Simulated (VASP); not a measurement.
# MoSe2 in VASP: single point with HSE06

Aim: the single point of MoSe2 with HSE06.

Everything below comes from runs of VASP 6.6.1. Logs are shortened: lines on timing, memory, paths and dates and some standing lists are left out, and cuts for length are marked.

## 1. The cell of the first run

The typed cell holds 6 atoms: a = 3.326 Å, b = 3.326 Å, c = 13.048 Å, α = 90.00°, β = 90.00°, γ = 120.00°.

## 2. Single point, HSE06

Input file POSCAR:

```
MoSe2
1.0
    3.3257516200      0.0000000000      0.0000000000
   -1.6628758100      2.8801838400      0.0000000000
    0.0000000000      0.0000000000     13.0481130900
Se Mo
4 2
Direct
    0.3333000000      0.6667000000      0.6250000000
    0.6666000000      0.3333000000      0.1250000000
    0.3333000000      0.6667000000      0.8750000000
    0.6667000000      0.3334000000      0.3750000000
    0.3333000000      0.6667000000      0.2500000000
    0.6666000000      0.3333000000      0.7500000000
```

Input file INCAR.step1:

```
SYSTEM = MoSe2
ALGO = Normal
EDIFF = 1E-5
ENCUT = 400
GGA = PE
GGA_COMPAT = .False.
ISIF = 2
ISMEAR = 0
LASPH = .True.
LREAL = .False.
LWAVE = .True.
NBANDS = 35
NELM = 120
PREC = Accurate
SIGMA = 0.1448
```

Input file INCAR.step2:

```
SYSTEM = MoSe2
ALGO = Normal
EDIFF = 1E-6
ENCUT = 400
GGA = PE
GGA_COMPAT = .False.
HFSCREEN = 0.2079
ISIF = 2
ISMEAR = 0
ISTART = 1
LASPH = .True.
LCHARG = .True.
LELF = .True.
LHFCALC = .True.
LREAL = .False.
LVHAR = .True.
LWAVE = .False.
NBANDS = 35
NELM = 120
PREC = Accurate
PRECFOCK = Normal
SIGMA = 0.1448
```

Input file KPOINTS:

```
k-points
0
Gamma
  4 4 1
  0 0 0
```

Potentials or basis: VASP PAW PBE potentials, release 64 (Se, Mo_sv).

The run is started by

```bash
> cat potpaw_PBE.64/Se/POTCAR potpaw_PBE.64/Mo_sv/POTCAR > POTCAR
> cp INCAR.step1 INCAR
> mpirun -np 1 vasp_std > vasp.out
> cp INCAR.step2 INCAR
> mpirun -np 1 vasp_std > vasp.out
```

OUTCAR:

```text
SYSTEM = MoSe2
   EDIFF = 1E-6
   ENCUT = 400
   GGA = PE
   HFSCREEN = 0.2079
   ISIF = 2
   ISMEAR = 0
   ISTART = 1
   LASPH = .True.
   LHFCALC = .True.
   LREAL = .False.
   NELM = 120
   PREC = Accurate
   PRECFOCK = Normal

 ion  position               nearest neighbor table
   1  0.333  0.667  0.625-   6 2.52   6 2.52   6 2.52
   2  0.667  0.333  0.125-   5 2.52   5 2.52   5 2.52
   3  0.333  0.667  0.875-   6 2.52   6 2.52   6 2.52
   4  0.667  0.333  0.375-   5 2.52   5 2.52   5 2.52
   5  0.333  0.667  0.250-   2 2.52   4 2.52   4 2.52   2 2.52   2 2.52   4 2.52
   6  0.667  0.333  0.750-   1 2.52   3 2.52   1 2.52   3 2.52   1 2.52   3 2.52

  LATTYP: Found a hexagonal cell.
 ALAT       =     3.3257516200
 C/A-ratio  =     3.9233576589

  Lattice vectors:

 A1 = (   3.3257516200,   0.0000000000,   0.0000000000)
 A2 = (  -1.6628758100,   2.8801838400,   0.0000000000)
 A3 = (   0.0000000000,   0.0000000000,  13.0481130900)

Analysis of symmetry for initial positions (statically):
=====================================================================
 Subroutine PRICEL returns:
 Original cell was already a primitive cell.

 Routine SETGRP: Setting up the symmetry group for a
 hexagonal supercell.

 Subroutine GETGRP returns: Found  1 space group operations
 (whereof  1 operations were pure point group operations)
 out of a pool of 24 trial point group operations.

The static configuration has the point symmetry C_1 .

Analysis of symmetry for dynamics (positions and initial velocities):
=====================================================================
 Subroutine PRICEL returns:
 Original cell was already a primitive cell.

 Routine SETGRP: Setting up the symmetry group for a
 hexagonal supercell.

 Subroutine GETGRP returns: Found  1 space group operations
 (whereof  1 operations were pure point group operations)
 out of a pool of 24 trial point group operations.

The dynamic configuration has the point symmetry C_1 .

 Subroutine INISYM returns: Found  1 space group operations
 (whereof  1 operations are pure point group operations),
 and found     1 'primitive' translations

----------------------------------------------------------------------------------------

[... 92 lines left out ...]
   ISYM   =      3    0-nonsym 1-usesym 2-fastsym
   POTIM  = 0.5000    time-step for ionic-motion
   TEBEG  =    0.0;   TEEND  =   0.0 temperature during run
   PSTRESS=    0.0 pullay stress
   NELECT =      52.0000    total number of electrons
   NUPDOWN=      -1.0000    fix difference up-down
   EMIN   =  10.00;   EMAX   =-10.00  energy-range for DOS
   EFERMI =   0.00;   METHOD = LEGACY
   ISMEAR =     0;   SIGMA  =   0.14  broadening in eV -4-tet -1-fermi 0-gaus
   EFERMI_NEDOS =   21; number of points for ismear=-14 and -15
   IALGO  =     38    algorithm
   IMIX   =      1    mixing-type and parameters
     AMIX     =   0.40;   BMIX     =  1.00
     AMIX_MAG =   1.60;   BMIX_MAG =  1.00
  volume/ion in A,a.u.               =      20.83       140.57
  Fermi-wavevector in a.u.,A,eV,Ry     =   1.222147  2.309523 20.322243  1.493643
  Thomas-Fermi vector in A             =   2.357304
   LORBIT       =      0    0 simple, 1 ext, 2 COOP (PROOUT), +10 PAW based schemes
   GGA     = PE    functional components
   LHFCALC =     T    Hartree Fock is set to
   PRECFOCK=normal    Normal, Fast or Accurate (Low or Medium for compatibility)
   ENCUT4O =  -1.0   cutoff for four orbital integrals eV
   NKREDX  =     1    reduce k-point grid by
   NKREDY  =     1    reduce k-point grid by
   NKREDZ  =     1    reduce k-point grid by
   AEXX    =    0.2500 exact exchange contribution
   HFSCREEN=    0.2079 screening length (either q_TF or 0.3 A-1)
   HFSCREENC=   0.2079 screening length for correlation (either q_TF or 0.3 A-1)
   ENCUTFOCK=  -1.0 apply spherical cutoff to Coloumb kernel
   IVDW    =     0    specifies the selected vdW correction
   LEPSILON=     F    determine dielectric tensor
   LRPA    =     F    only Hartree local field effects (RPA)
 non-spin polarized calculation
 Gauss-broadening in eV      SIGMA  =   0.14
  energy-cutoff  :      400.00
  volume of cell :      124.98
 maximum number of plane-waves:      2299
 NGX is ok and might be reduce to    24
  NGX = 18; NGY = 18; NGZ = 70

 number of electron      51.9999999 magnetization

 Free energy of the ion-electron system (eV)
  ---------------------------------------------------
  ext. energy  EPLUGINS =         0.00000000
  ---------------------------------------------------
  free energy    TOTEN  =       -48.08030157 eV

  energy without entropy =      -48.08030157  energy(sigma->0) =      -48.08030157

 E-fermi :   6.4945     XC(G=0):  -8.6542

 val. band max:        5.7882509210   @ k =   0.0000   0.0000   0.0000
 cond. band min:       7.4146503416   @ k =   0.2500   0.2500   0.0000
 fundamental gap:      1.6263994206
 Fermi energy:         6.4944966583

 k-point     1 :       0.0000    0.0000    0.0000
  band No.  band energies     occupation
      1     -59.5510      2.00000
      2     -59.5509      2.00000
      3     -32.2693      2.00000
      4     -32.2692      2.00000
      5     -32.1119      2.00000
      6     -32.1118      2.00000
[... 369 lines left out ...]
     34      10.8649      0.00000
     35      12.9262      0.00000

------------------------ aborting loop because EDIFF is reached ----------------------------------------

  FORCE on cell =-STRESS in cart. coord.  units (eV):
  Direction    XX          YY          ZZ          XY          YZ          ZX
  --------------------------------------------------------------------------------------
  -------------------------------------------------------------------------------------
  Total       -2.4901963     -2.4871801      1.2913528      0.0005295     -0.0039756     -0.0022954
  in kB      -31.9217309    -31.8830666     16.5538015      0.0067877     -0.0509634     -0.0294240
  external PRESSURE =     -15.7503320 kB  Pullay stress =       0.0000000 kB

 VOLUME and BASIS-vectors are now :
 -----------------------------------------------------------------------------
  energy-cutoff  :      400.00
  volume of cell :      124.98
      direct lattice vectors                 reciprocal lattice vectors
     3.325751620  0.000000000  0.000000000     0.300683910  0.173600030  0.000000000
    -1.662875810  2.880183840  0.000000000     0.000000000  0.347200059  0.000000000
     0.000000000  0.000000000 13.048113090     0.000000000  0.000000000  0.076639434

 POSITION                                       TOTAL-FORCE (eV/Angst)
 -----------------------------------------------------------------------------------
     -0.00017      1.92022      8.15507         0.000009     -0.001835      0.034541
      1.66271      0.95997      1.63101        -0.000073      0.001719      0.034543
     -0.00017      1.92022     11.41710         0.000006     -0.001841     -0.034541
      1.66288      0.96025      4.89304        -0.001524     -0.000793     -0.034543
     -0.00017      1.92022      3.26203         0.001583     -0.000929     -0.000000
      1.66271      0.95997      9.78608        -0.000001      0.003679      0.000000
 -----------------------------------------------------------------------------------
    total drift:                               -0.000011     -0.000002     -0.000000

  FREE ENERGIE OF THE ION-ELECTRON SYSTEM (eV)
  ---------------------------------------------------
  free  energy   TOTEN  =       -48.0803015662 eV

  energy  without entropy=      -48.0803015662  energy(sigma->0) =      -48.08030157
```

OUTCAR.step1:

```text
SYSTEM = MoSe2
   EDIFF = 1E-5
   ENCUT = 400
   GGA = PE
   ISIF = 2
[... 602 lines left out ...]
     -0.00017      1.92022     11.41710         0.000005     -0.001763      0.533985
      1.66288      0.96025      4.89304        -0.001464     -0.000758      0.534013
     -0.00017      1.92022      3.26203         0.001521     -0.000900     -0.000001
      1.66271      0.95997      9.78608         0.000004      0.003534      0.000001
 -----------------------------------------------------------------------------------
    total drift:                               -0.000001      0.000003      0.000001

  FREE ENERGIE OF THE ION-ELECTRON SYSTEM (eV)
  ---------------------------------------------------
  free  energy   TOTEN  =       -39.9499134115 eV

  energy  without entropy=      -39.9499134065  energy(sigma->0) =      -39.94991341
```

It took 17 min on 1 thread of Intel Xeon 6975P-C (Granite Rapids), shared host; peak memory 0.36 GiB.

What came out:

```yaml
Free_energy: -48.0803 eV
Pressure: -1.6 GPa
Largest_force: 0.035 eV/Å
Band_gap_on_the_k_mesh: 1.63 eV (least direct gap 2.60 eV)
```

Forces on the atoms (eV/Å):
```
Se   0.000 -0.002  0.035
Se   0.000  0.002  0.035
Se   0.000 -0.002 -0.035
Se  -0.002 -0.001 -0.035
Mo   0.002 -0.001  0.000
Mo   0.000  0.004  0.000
```

Caveat: the k points lie up to 0.55 Å⁻¹ apart; the PAW data sets were made with another functional, which shifts forces and pressure a little; an odd mesh through Γ misses points on the zone boundary, where band edges can lie.
